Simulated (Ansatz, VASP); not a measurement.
# Two plane-wave programs on Mg

Contents of INCAR:

```
PREC = Accurate
ENCUT = 600
EDIFF = 1E-6
ISMEAR = -1
SIGMA = 0.05
LREAL = False
LASPH = True
NELM = 120
ALGO = Normal
ISIF = 2
LWAVE = False
LCHARG = False
GGA = PE
NBANDS = 7
ISYM = 0
GGA_COMPAT = False
```

The input KPOINTS:

```
regular mesh
0
Gamma
  17 17 17
```

Contents of POSCAR:

```
Mg
1.0
   -1.7280914947      1.7280914947      1.7280914947
    1.7280914947     -1.7280914947      1.7280914947
    1.7280914947      1.7280914947     -1.7280914947
Mg
1
Direct
    0.0000000000      0.0000000000      0.0000000000
```

Input for Ansatz:

```yaml
crystal:
  lattice:
    - [-1.7280914947, 1.7280914947, 1.7280914947]
    - [1.7280914947, -1.7280914947, 1.7280914947]
    - [1.7280914947, 1.7280914947, -1.7280914947]
  atoms:
    - { symbol: Mg, position: [0.0, 0.0, 0.0] }
  symmetry: { detect: false }
kpoints:
  mp_grid: { grid: [17, 17, 17] }
  band_path:
    path:
      - [0.0, 0.0, 0.0]
      - [0.5, -0.5, 0.5]
      - [0.0, 0.0, 0.5]
      - [0.0, 0.0, 0.0]
      - [0.25, 0.25, 0.25]
      - [0.5, -0.5, 0.5]
      - [0.25, 0.25, 0.25]
      - [0.0, 0.0, 0.5]
    npoints: 8
scf:
  occupations: { method: fermi_dirac, width: 0.05 }
hamiltonian:
  xc: pbe
  pseudopotentials: { kind: paw }
output:
  forces: true
  stress: true
  eigenvalues: true
  populations: true
  write_density: true
  write_potential: true
  elf: true
  volumetric_format: npy
```

Alike in both runs: task single point; functional PBE; k mesh 17 × 17 × 17; occupations fermi-dirac, width 0.05 eV; no spin polarisation.

```csv
,VASP,Ansatz
version,VASP 6.6.1,Ansatz 0.2.0
potentials or method,"VASP PAW PBE potentials, release 64 (Mg)","PAW with Ansatz's default frozen-core files, scalar-relativistic"
plane-wave cutoff (eV),600,420
valence electrons in the cell,2,10
```

Ansatz gave:

```
gap on the k mesh at the Fermi level (eV) : none
pressure (GPa)                            : 4.5
```

Question: Estimate VASP's values.

Answer: gap on the k mesh at the Fermi level (eV): none; pressure (GPa): 4.4.

A gap of «none» marks a metal or a gap that the smearing closes. VASP's potentials hold 2 valence electrons a cell and Ansatz's 10, so a difference there can come from the potentials and not from the codes.
